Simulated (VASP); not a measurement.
# In4Ru (P1) in VASP: single point with PBE

Aim: the single point of In4Ru with PBE.

Everything below comes from runs of VASP 6.6.1. Logs are shortened: lines on timing, memory, paths and dates and some standing lists are left out, and cuts for length are marked.

## Step 1: The cell of the first run

The typed cell holds 10 atoms: a = 5.390 Å, b = 5.384 Å, c = 8.710 Å, α = 89.93°, β = 90.07°, γ = 108.48°.

## Step 2: Single point, PBE

INCAR

```
SYSTEM = In4Ru
PREC = Accurate
ENCUT = 520
EDIFF = 1E-7
ISMEAR = 0
SIGMA = 0.2
LREAL = .False.
LASPH = .True.
NELM = 60
ALGO = Fast
ISIF = 2
LWAVE = .False.
LCHARG = .False.
GGA = PE
NBANDS = 77
```

KPOINTS

```
regular mesh
0
Gamma
  4 4 4
  0 0 0
```

POSCAR

```
In4Ru
1.0
   -3.0945283789      3.0896981421      3.1517066725
    3.0922491285     -3.0875674714      3.1444898975
    6.1639488643      6.1545044745      0.0008137792
In Ru
8 2
Direct
    0.3159031704      0.3152633263      0.2161875774
    0.8177373193      0.8167057861      0.7153357113
    0.8151486142      0.8163663017      0.2840480478
    0.3164555266      0.3176757067      0.7844033500
    0.4676772144     -0.1006658108     -0.0006671479
    0.9674192076      0.3991122310      0.4996189039
   -0.1003490217      0.4675311367      1.0002341012
    0.3990890493      0.9673856888      0.5008362670
    0.5003863414      0.5003159910      0.4999056145
    0.0005325787      0.0003096426      1.0000975748
```

Potentials or basis: VASP PAW PBE potentials, release 64 (In_d, Ru_pv).

Started as:

```console
> cat potpaw_PBE.64/In_d/POTCAR potpaw_PBE.64/Ru_pv/POTCAR > POTCAR
> mpirun -np 1 vasp_std > vasp.out
```

OUTCAR:

```text
SYSTEM = In4Ru
   PREC = Accurate
   ENCUT = 520
   EDIFF = 1E-7
   ISMEAR = 0
   LREAL = .False.
   LASPH = .True.
   NELM = 60
   ISIF = 2
   GGA = PE

 ion  position               nearest neighbor table
   1  0.316  0.315  0.216-   9 2.73  10 2.74   3 3.20   3 3.20   8 3.22   6 3.22   7 3.22   5 3.23
                             5 3.53   7 3.53   4 3.76
   2  0.818  0.817  0.715-  10 2.74   9 2.74   4 3.20   4 3.21   8 3.22   7 3.22   6 3.22   5 3.23
                             8 3.52   6 3.52   3 3.76
   3  0.815  0.816  0.284-  10 2.73   9 2.73   1 3.20   1 3.20   5 3.22   6 3.22   7 3.23   8 3.23
                             6 3.52   8 3.54   2 3.76
   4  0.316  0.318  0.784-   9 2.73  10 2.74   2 3.20   2 3.21   5 3.22   6 3.22   7 3.22   8 3.23
                             5 3.52   7 3.53   1 3.76
   5  0.468  0.899  0.999-  10 2.74  10 2.75   7 3.20   7 3.20   3 3.22   4 3.22   2 3.23   1 3.23
                             4 3.52   1 3.53   7 3.78
   6  0.967  0.399  0.500-   9 2.74   9 2.75   8 3.20   8 3.21   1 3.22   4 3.22   3 3.22   2 3.22
                             2 3.52   3 3.52   8 3.77
   7  0.900  0.468  0.000-  10 2.74  10 2.74   5 3.20   5 3.20   4 3.22   1 3.22   2 3.22   3 3.23
                             4 3.53   1 3.53   5 3.78
   8  0.399  0.967  0.501-   9 2.74   9 2.75   6 3.20   6 3.21   1 3.22   2 3.22   4 3.23   3 3.23
                             2 3.52   3 3.54   6 3.77
   9  0.500  0.500  0.500-   1 2.73   4 2.73   3 2.73   8 2.74   2 2.74   6 2.74   8 2.75   6 2.75

  10  0.001  0.000  0.000-   3 2.73   1 2.74   2 2.74   7 2.74   4 2.74   5 2.74   7 2.74   5 2.75

  LATTYP: Found a triclinic cell.
 ALAT       =     5.3835763465
 B/A-ratio  =     1.1695194677
 C/A-ratio  =     1.6179699009
 COS(alpha) =     0.0000763592
 COS(beta)  =     0.0012917925
 COS(gamma) =     0.5836873206

  Lattice vectors:

 A1 = (  -3.0922491285,   3.0875674714,  -3.1444898975)
 A2 = (   0.0022792504,  -0.0021306707,  -6.2961965700)
 A3 = (  -6.1639488643,  -6.1545044745,  -0.0008137792)

Analysis of symmetry for initial positions (statically):
=====================================================================
 Subroutine PRICEL returns:
 Original cell was already a primitive cell.

 Routine SETGRP: Setting up the symmetry group for a
 triclinic supercell.

 Subroutine GETGRP returns: Found  1 space group operations
 (whereof  1 operations were pure point group operations)
 out of a pool of  2 trial point group operations.

The static configuration has the point symmetry C_1 .

Analysis of symmetry for dynamics (positions and initial velocities):
[... 137 lines left out ...]
   PSTRESS=    0.0 pullay stress
   NELECT =     132.0000    total number of electrons
   NUPDOWN=      -1.0000    fix difference up-down
   EMIN   =  10.00;   EMAX   =-10.00  energy-range for DOS
   EFERMI =   0.00;   METHOD = LEGACY
   ISMEAR =     0;   SIGMA  =   0.20  broadening in eV -4-tet -1-fermi 0-gaus
   EFERMI_NEDOS =   21; number of points for ismear=-14 and -15
   IALGO  =     68    algorithm
   IMIX   =      4    mixing-type and parameters
     AMIX     =   0.40;   BMIX     =  1.00
     AMIX_MAG =   1.60;   BMIX_MAG =  1.00
  volume/ion in A,a.u.               =      23.97       161.78
  Fermi-wavevector in a.u.,A,eV,Ry     =   1.341801  2.535635 24.496319  1.800429
  Thomas-Fermi vector in A             =   2.470005
   LORBIT       =      0    0 simple, 1 ext, 2 COOP (PROOUT), +10 PAW based schemes
   GGA     = PE    functional components
   LHFCALC =     F    Hartree Fock is set to
   AEXX    =    0.0000 exact exchange contribution
   IVDW    =     0    specifies the selected vdW correction
   LEPSILON=     F    determine dielectric tensor
   LRPA    =     F    only Hartree local field effects (RPA)
 non-spin polarized calculation
 RMM-DIIS sequential band-by-band and
 Gauss-broadening in eV      SIGMA  =   0.20
  energy-cutoff  :      520.00
  volume of cell :      239.74
 maximum number of plane-waves:      6492
   NGX = 21   NGY = 21   NGZ = 33

 number of electron     132.0000025 magnetization

 Free energy of the ion-electron system (eV)
  ---------------------------------------------------
  ext. energy  EPLUGINS =         0.00000000
  ---------------------------------------------------
  free energy    TOTEN  =       -39.29137802 eV

  energy without entropy =      -39.18419639  energy(sigma->0) =      -39.23778720

 E-fermi :   7.9282     XC(G=0): -10.5576

 val. band max:        7.8960734137   @ k =   0.5000   0.2500   0.2500
 cond. band min:       7.9807805557   @ k =  -0.0000   0.2500   0.0000
 fundamental gap:      0.0847071420
 Fermi energy:         7.9281632615

 k-point     1 :       0.0000    0.0000    0.0000
  band No.  band energies     occupation
      1     -34.3846      2.00000
      2     -34.3827      2.00000
      3     -34.3617      2.00000
      4     -34.3607      2.00000
      5     -34.3178      2.00000
      6     -34.3167      2.00000
[... 1909 lines left out ...]
     76      11.2258      0.00000
     77      11.6783      0.00000

 [... further k-points ...]

------------------------ aborting loop because EDIFF is reached ----------------------------------------

  FORCE on cell =-STRESS in cart. coord.  units (eV):
  Direction    XX          YY          ZZ          XY          YZ          ZX
  --------------------------------------------------------------------------------------
  -------------------------------------------------------------------------------------
  Total       -0.1519627     -0.0400956      0.0129220     -0.0160205     -0.0492273      0.0437573
  in kB       -1.0155773     -0.2679618      0.0863588     -0.1070664     -0.3289896      0.2924332
  external PRESSURE =      -0.3990601 kB  Pullay stress =       0.0000000 kB

 VOLUME and BASIS-vectors are now :
 -----------------------------------------------------------------------------
  energy-cutoff  :      520.00
  volume of cell :      239.74
      direct lattice vectors                 reciprocal lattice vectors
    -3.094528379  3.089698142  3.151706673    -0.080735610  0.080838509  0.158769462
     3.092249129 -3.087567471  3.144489898     0.080899910 -0.081045063  0.158882757
     6.163948864  6.154504475  0.000813779     0.081116619  0.081241522  0.000001872

 POSITION                                       TOTAL-FORCE (eV/Angst)
 -----------------------------------------------------------------------------------
      1.32987      1.33318      1.98715        -0.011580     -0.007207      0.014318
      4.40424      4.40746      5.14597        -0.000204     -0.001516      0.008788
      1.75277      1.74615      5.13640         0.000997      0.004180      0.011813
      4.83807      4.82452      1.99694         0.007041      0.010716      0.009805
      7.49356      4.81862      4.30274        -0.000853     -0.000834     -0.007743
      1.32007      4.83165      4.30443         0.003417      0.002109     -0.010329
     -1.33683      1.33756      4.30558         0.000252     -0.002775     -0.011696
      4.84353      1.32860      4.30015        -0.003656      0.001698     -0.010325
      3.08003      3.07795      3.15072         0.004509     -0.001109     -0.001132
     -0.00009      0.00129      0.00265         0.000077     -0.005261     -0.003500
 -----------------------------------------------------------------------------------
    total drift:                                0.000002     -0.000028      0.001815

  FREE ENERGIE OF THE ION-ELECTRON SYSTEM (eV)
  ---------------------------------------------------
  free  energy   TOTEN  =       -39.2913780178 eV

  energy  without entropy=      -39.1841963860  energy(sigma->0) =      -39.23778720
```

OSZICAR:

```text
N       E                     dE             d eps       ncg     rms          rms(c)
DAV:   1     0.179698085961E+04    0.17970E+04   -0.62135E+04  5570   0.240E+03
DAV:   2     0.235544718286E+03   -0.15614E+04   -0.15334E+04  5544   0.684E+02
DAV:   3    -0.197229774922E+02   -0.25527E+03   -0.24548E+03  5677   0.268E+02
[... 14 lines left out ...]
RMM:  18    -0.392913762040E+02    0.12331E-06   -0.47921E-05  9010   0.242E-02    0.288E-02
RMM:  19    -0.392913781665E+02   -0.19625E-05   -0.12464E-05  9007   0.114E-02    0.628E-03
RMM:  20    -0.392913774128E+02    0.75370E-06   -0.38543E-06  6790   0.674E-03    0.195E-02
RMM:  21    -0.392913779205E+02   -0.50771E-06   -0.16835E-06  5910   0.491E-03    0.545E-03
RMM:  22    -0.392913780178E+02   -0.97360E-07   -0.59600E-07  5344   0.300E-03
   1 F= -.39291378E+02 E0= -.39237787E+02  d E =-.107182E+00
```

Wall time 24 min (1 thread of Intel Xeon Platinum 8259CL at 2.50GHz (Skylake/Cascade Lake), shared host); peak memory 0.64 GiB.

Results:

```
Free energy            : -39.2914 eV
Pressure               : 0.0 GPa
Largest force          : 0.020 eV/Å
Band gap on the k mesh : zero (bands 66 and 67 overlap by 1.06 eV)
```

Forces in eV/Å, atoms in the order of the input:
```
In  -0.012 -0.007  0.014
In   0.000 -0.002  0.009
In   0.001  0.004  0.012
In   0.007  0.011  0.010
In  -0.001 -0.001 -0.008
In   0.003  0.002 -0.010
In   0.000 -0.003 -0.012
In  -0.004  0.002 -0.010
Ru   0.005 -0.001 -0.001
Ru   0.000 -0.005 -0.004
```

Caveat: spin-orbit coupling is left out, which moves the levels of the heavy elements.

The gap in the log of VASP goes by the Fermi energy; the results here count the filled bands.